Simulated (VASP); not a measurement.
# Al5GaAs6 in VASP: a series of runs

Runs on Al5GaAs6. Level: PBE. Tasks: single point.

All numbers are computed with VASP 6.6.1; they aren't measurements. Logs are shortened: lines on timing, memory, paths and dates and some standing lists are left out, and cuts for length are marked.

**1. The cell of the first run**

The structure is orthorhombic, space group Pmm2 (No. 25). Conventional cell: a = 4.054 Å, b = 12.158 Å, c = 5.729 Å, α = 90.00°, β = 90.00°, γ = 90.00°. Al (site symmetry m) has 4 As at 2.48 Å within 3.3 Å. Al (site symmetry m) has 4 As at 2.48 Å within 3.3 Å. Al (site symmetry mm2) has 4 As at 2.48 Å within 3.3 Å. Within 3.3 Å of Ga (site symmetry mm2) lie 4 As at 2.49 Å. As (site symmetry m) has 3 Al at 2.48 Å and 1 Ga at 2.49 Å within 3.3 Å. As (site symmetry mm2) has 2 Al at 2.48 Å and 2 Ga at 2.49 Å within 3.3 Å. Within 3.3 Å of As (site symmetry m) lie 4 Al at 2.48 Å. As (site symmetry mm2) has 4 Al at 2.48 Å within 3.3 Å.

**2. Single point, PBE**

INCAR

```
PREC = Accurate ; ENCUT = 520
EDIFF = 1E-6 ; ISMEAR = 0
SIGMA = 0.1 ; LREAL = False
LASPH = True ; NELM = 100
ALGO = Normal ; ISIF = 2
LWAVE = False ; LCHARG = True
GGA = PE ; LELF = True
LVHAR = True ; NBANDS = 41
```

KPOINTS

```
Automatic mesh
0
Gamma
  4 2 1
```

POSCAR

```
Al5GaAs6
1.0
   -4.0541710000      0.0000000000      0.0000000000
    0.0000000000      0.0000000000     -5.7293490000
    0.0000000000    -12.1580710000      0.0000000000
Al Ga As
5 1 6
Direct
    0.0000000000      0.9999930000      0.1669230000
    0.0000000000      0.9999930000      0.8330770000
    0.5000000000      0.5001380000      0.6665450000
    0.0000000000      0.0000000000      0.5000000000
    0.5000000000      0.5001380000      0.3334550000
    0.5000000000      0.4999150000      0.0000000000
    0.5000000000      0.2492440000      0.1672240000
    0.0000000000      0.7517960000      0.0000000000
    0.5000000000      0.2492440000      0.8327760000
    0.0000000000      0.7498910000      0.6665180000
    0.5000000000      0.2497570000      0.5000000000
    0.0000000000      0.7498910000      0.3334820000
```

Potentials or basis: VASP PAW PBE potentials, release 64 (Al, Ga_d, As).

Command:

```bash
$ cat potpaw_PBE.64/Al/POTCAR potpaw_PBE.64/Ga_d/POTCAR potpaw_PBE.64/As/POTCAR > POTCAR
$ mpirun -np 1 vasp_std > vasp.out
```

OUTCAR:

```text
PREC = Accurate
   ENCUT = 520
   EDIFF = 1E-6
   ISMEAR = 0
   LREAL = False
   LASPH = True
   NELM = 100
   ISIF = 2
   GGA = PE

 ion  position               nearest neighbor table
   1  0.000  1.000  0.167-   8 2.48   7 2.48   7 2.48  12 2.48
   2  0.000  1.000  0.833-   8 2.48   9 2.48   9 2.48  10 2.48
   3  0.500  0.500  0.667-   9 2.48  10 2.48  10 2.48  11 2.48
   4  0.000  0.000  0.500-  10 2.48  12 2.48  11 2.48  11 2.48
   5  0.500  0.500  0.333-   7 2.48  12 2.48  12 2.48  11 2.48
   6  0.500  0.500  0.000-   8 2.49   8 2.49   9 2.49   7 2.49
   7  0.500  0.249  0.167-   1 2.48   1 2.48   5 2.48   6 2.49
   8  0.000  0.752  0.000-   1 2.48   2 2.48   6 2.49   6 2.49
   9  0.500  0.249  0.833-   2 2.48   2 2.48   3 2.48   6 2.49
  10  0.000  0.750  0.667-   4 2.48   2 2.48   3 2.48   3 2.48
  11  0.500  0.250  0.500-   4 2.48   4 2.48   5 2.48   3 2.48
  12  0.000  0.750  0.333-   4 2.48   1 2.48   5 2.48   5 2.48

  LATTYP: Found a simple orthorhombic cell.
 ALAT       =     4.0541710000
 B/A-ratio  =     1.4131986539
 C/A-ratio  =     2.9989043383

  Lattice vectors:

 A1 = (  -4.0541710000,   0.0000000000,   0.0000000000)
 A2 = (   0.0000000000,   0.0000000000,  -5.7293490000)
 A3 = (   0.0000000000, -12.1580710000,   0.0000000000)

Analysis of symmetry for initial positions (statically):
=====================================================================
 Subroutine PRICEL returns:
 Original cell was already a primitive cell.

 Routine SETGRP: Setting up the symmetry group for a
 simple orthorhombic supercell.

 Subroutine GETGRP returns: Found  4 space group operations
 (whereof  4 operations were pure point group operations)
 out of a pool of  8 trial point group operations.

The static configuration has the point symmetry C_2v.

Analysis of symmetry for dynamics (positions and initial velocities):
=====================================================================
 Subroutine PRICEL returns:
 Original cell was already a primitive cell.

 Routine SETGRP: Setting up the symmetry group for a
 simple orthorhombic supercell.

 Subroutine GETGRP returns: Found  4 space group operations
 (whereof  4 operations were pure point group operations)
 out of a pool of  8 trial point group operations.

The dynamic configuration has the point symmetry C_2v.

 Subroutine INISYM returns: Found  4 space group operations
 (whereof  4 operations are pure point group operations),
 and found     1 'primitive' translations

----------------------------------------------------------------------------------------

                                     Primitive cell

  volume of cell :     282.4048

  direct lattice vectors                    reciprocal lattice vectors
    -4.054171000  0.000000000  0.000000000    -0.246659551  0.000000000  0.000000000
     0.000000000  0.000000000 -5.729349000     0.000000000  0.000000000 -0.174539900
     0.000000000-12.158071000  0.000000000     0.000000000 -0.082249890  0.000000000

  length of vectors
     4.054171000  5.729349000 12.158071000     0.246659551  0.174539900  0.082249890

  position of ions in fractional coordinates (direct lattice)
     0.000000000  0.999993000  0.166923000
     0.000000000  0.999993000  0.833077000
     0.500000000  0.500138000  0.666545000
     0.000000000  0.000000000  0.500000000
     0.500000000  0.500138000  0.333455000
     0.500000000  0.499915000  0.000000000
     0.500000000  0.249244000  0.167224000
     0.000000000  0.751796000  0.000000000
     0.500000000  0.249244000  0.832776000
     0.000000000  0.749891000  0.666518000
     0.500000000  0.249757000  0.500000000
     0.000000000  0.749891000  0.333482000

  ion indices of the primitive-cell ions
   primitive index   ion index
                 1           1
                 2           2
                 3           3
                 4           4
                 5           5
                 6           6
                 7           7
                 8           8
                 9           9
                10          10
                11          11
                12          12

----------------------------------------------------------------------------------------

 KPOINTS: Automatic mesh

Automatic generation of k-mesh.
 Grid dimensions read from file:
 generate k-points for:    4    2    1

 Generating k-lattice:

  Cartesian coordinates                     Fractional coordinates (reciprocal lattice)
    -0.061664888  0.000000000  0.000000000     0.250000000  0.000000000  0.000000000
     0.000000000  0.000000000 -0.087269950     0.000000000  0.500000000  0.000000000
     0.000000000 -0.082249890  0.000000000     0.000000000  0.000000000  1.000000000

  Length of vectors
     0.061664888  0.087269950  0.082249890

  Shift w.r.t. Gamma in fractional coordinates (k-lattice)
     0.000000000  0.000000000  0.000000000

 Subroutine IBZKPT returns following result:
 ===========================================

 Found      6 irreducible k-points:

 Following reciprocal coordinates:
            Coordinates               Weight
  0.000000  0.000000  0.000000      1.000000
  0.250000  0.000000  0.000000      2.000000
  0.500000  0.000000  0.000000      1.000000
  0.000000  0.500000  0.000000      1.000000
  0.250000  0.500000  0.000000      2.000000
  0.500000  0.500000  0.000000      1.000000
   k-points           NKPTS =      6   k-points in BZ     NKDIM =      6   number of bands    NBANDS=     41
   number of dos      NEDOS =    301   number of ions     NIONS =     12
   total plane-waves  NPLWV = 129600
   dimension x,y,z NGX =    30 NGY =   48 NGZ =   90
   dimension x,y,z NGXF=    60 NGYF=   96 NGZF=  180
   ions per type =               5   1   6
   NGX,Y,Z   is equivalent  to a cutoff of  12.30, 13.93, 12.31 a.u.
   NGXF,Y,Z  is equivalent  to a cutoff of  24.60, 27.86, 24.61 a.u.
 SYSTEM =  unknown system
   PREC   = accura    normal or accurate (medium, high low for compatibility)
   ISTART =      0    job   : 0-new  1-cont  2-samecut
   ICHARG =      2    charge: 1-file 2-atom 10-const
   ISPIN  =      1    spin polarized calculation?
   LNONCOLLINEAR =      F non collinear calculations
   LSORBIT =      F    spin-orbit coupling
   LASPH  =      T    aspherical Exc in radial PAW
   ENCUT  =  520.0 eV  38.22 Ry    6.18 a.u.   7.54 10.65 22.61*2*pi/ulx,y,z
   NELM   =    100;   NELMIN=  2; NELMDL= -5     # of ELM steps
   EDIFF  = 0.1E-05   stopping-criterion for ELM
   LREAL  =      F    real-space projection
   EDIFFG = 0.1E-04   stopping-criterion for IOM
   NSW    =      0    number of steps for IOM
   IBRION =     -1    ionic relax: 0-MD 1-quasi-New 2-CG
   NFREE  =      0    steps in history (QN), initial steepest desc. (CG)
   ISIF   =      2    stress and relaxation
   ISYM   =      2    0-nonsym 1-usesym 2-fastsym
   POTIM  = 0.5000    time-step for ionic-motion
   TEBEG  =    0.0;   TEEND  =   0.0 temperature during run
   PSTRESS=    0.0 pullay stress
   NELECT =      58.0000    total number of electrons
   NUPDOWN=      -1.0000    fix difference up-down
   EMIN   =  10.00;   EMAX   =-10.00  energy-range for DOS
   EFERMI =   0.00;   METHOD = LEGACY
   ISMEAR =     0;   SIGMA  =   0.10  broadening in eV -4-tet -1-fermi 0-gaus
   EFERMI_NEDOS =   21; number of points for ismear=-14 and -15
   IALGO  =     38    algorithm
   IMIX   =      4    mixing-type and parameters
     AMIX     =   0.40;   BMIX     =  1.00
     AMIX_MAG =   1.60;   BMIX_MAG =  1.00
  volume/ion in A,a.u.               =      23.53       158.81
  Fermi-wavevector in a.u.,A,eV,Ry     =   0.965888  1.825264 12.693417  0.932940
  Thomas-Fermi vector in A             =   2.095643
   LORBIT       =      0    0 simple, 1 ext, 2 COOP (PROOUT), +10 PAW based schemes
   GGA     = PE    functional components
   LHFCALC =     F    Hartree Fock is set to
   AEXX    =    0.0000 exact exchange contribution
   IVDW    =     0    specifies the selected vdW correction
   LEPSILON=     F    determine dielectric tensor
   LRPA    =     F    only Hartree local field effects (RPA)
 non-spin polarized calculation
 Gauss-broadening in eV      SIGMA  =   0.10
  energy-cutoff  :      520.00
  volume of cell :      282.40
 maximum number of plane-waves:      7630
   NGX = 15   NGY = 21   NGZ = 45

 number of electron      58.0000029 magnetization

 Free energy of the ion-electron system (eV)
  ---------------------------------------------------
  ext. energy  EPLUGINS =         0.00000000
  ---------------------------------------------------
  free energy    TOTEN  =       -54.62253867 eV

  energy without entropy =      -54.62253867  energy(sigma->0) =      -54.62253867

 E-fermi :   4.0595     XC(G=0):  -8.9699

 val. band max:        3.6170877737   @ k =   0.0000   0.0000   0.0000
 cond. band min:       5.0351640952   @ k =   0.0000   0.0000   0.0000
 fundamental gap:      1.4180763215
 Fermi energy:         4.0594519492

 k-point     1 :       0.0000    0.0000    0.0000
  band No.  band energies     occupation
      1     -10.8621      2.00000
      2     -10.8472      2.00000
      3     -10.8241      2.00000
      4     -10.7856      2.00000
      5     -10.7664      2.00000
      6      -8.1994      2.00000
[... 33 lines left out ...]
     40       8.2003      0.00000
     41       8.2130      0.00000

 k-point     2 :       0.2500    0.0000    0.0000
  band No.  band energies     occupation
      1     -10.8639      2.00000
      2     -10.8454      2.00000
      3     -10.8252      2.00000
      4     -10.7830      2.00000
      5     -10.7710      2.00000
      6      -7.8064      2.00000
[... 165 lines left out ...]
     40       8.7791      0.00000
     41       8.7980      0.00000

 k-point     6 :       0.5000    0.5000    0.0000
  band No.  band energies     occupation
      1     -10.8761      2.00000
      2     -10.8446      2.00000
      3     -10.8189      2.00000
      4     -10.7784      2.00000
      5     -10.7753      2.00000
      6      -6.8330      2.00000
[... 33 lines left out ...]
     40       8.1773      0.00000
     41       8.2670      0.00000

------------------------ aborting loop because EDIFF is reached ----------------------------------------

  FORCE on cell =-STRESS in cart. coord.  units (eV):
  Direction    XX          YY          ZZ          XY          YZ          ZX
  --------------------------------------------------------------------------------------
  -------------------------------------------------------------------------------------
  Total        0.6897490      2.5527359     -1.5608350      0.0000000      0.0000000      0.0000000
  in kB        3.9131786     14.4825307     -8.8551425      0.0000000      0.0000000      0.0000000
  external PRESSURE =       3.1801889 kB  Pullay stress =       0.0000000 kB

 VOLUME and BASIS-vectors are now :
 -----------------------------------------------------------------------------
  energy-cutoff  :      520.00
  volume of cell :      282.40
      direct lattice vectors                 reciprocal lattice vectors
    -4.054171000  0.000000000  0.000000000    -0.246659551  0.000000000  0.000000000
     0.000000000  0.000000000 -5.729349000     0.000000000  0.000000000 -0.174539900
     0.000000000-12.158071000  0.000000000     0.000000000 -0.082249890  0.000000000

 POSITION                                       TOTAL-FORCE (eV/Angst)
 -----------------------------------------------------------------------------------
      0.00000     -2.02946     -5.72931        -0.000000      0.010378     -0.003307
      0.00000    -10.12861     -5.72931         0.000000     -0.010378     -0.003307
     -2.02709     -8.10390     -2.86547        -0.000000      0.007035      0.002681
      0.00000     -6.07904      0.00000        -0.000000     -0.000000     -0.003758
     -2.02709     -4.05417     -2.86547        -0.000000     -0.007035      0.002681
     -2.02709      0.00000     -2.86419        -0.000000     -0.000000     -0.018421
     -2.02709     -2.03312     -1.42801        -0.000000      0.013865      0.026522
      0.00000      0.00000     -4.30730        -0.000000     -0.000000     -0.022250
     -2.02709    -10.12495     -1.42801        -0.000000     -0.013865      0.026522
      0.00000     -8.10357     -4.29639        -0.000000      0.003192     -0.005502
     -2.02709     -6.07904     -1.43095        -0.000000     -0.000000      0.003643
      0.00000     -4.05450     -4.29639        -0.000000     -0.003192     -0.005502
 -----------------------------------------------------------------------------------
    total drift:                               -0.000000      0.000000     -0.000088

  FREE ENERGIE OF THE ION-ELECTRON SYSTEM (eV)
  ---------------------------------------------------
  free  energy   TOTEN  =       -54.6225386741 eV

  energy  without entropy=      -54.6225386741  energy(sigma->0) =      -54.62253867
```

Wall time 1.7 min (1 thread of Intel Xeon Platinum 8488C (Sapphire Rapids), shared host); peak memory 0.34 GiB.

Results:

```
Free energy            : -54.6225 eV
Pressure               : 0.3 GPa
Largest force          : 0.030 eV/Å
Band gap on the k mesh : 1.42 eV, direct
```

Forces on the atoms (eV/Å):
```
Al   0.000  0.010 -0.003
Al   0.000 -0.010 -0.003
Al   0.000  0.007  0.003
Al   0.000  0.000 -0.004
Al   0.000 -0.007  0.003
Ga   0.000  0.000 -0.018
As   0.000  0.014  0.027
As   0.000  0.000 -0.022
As   0.000 -0.014  0.027
As   0.000  0.003 -0.006
As   0.000  0.000  0.004
As   0.000 -0.003 -0.006
```

Caveat: the k points lie up to 0.55 Å⁻¹ apart.

[end of part 1 of 2]
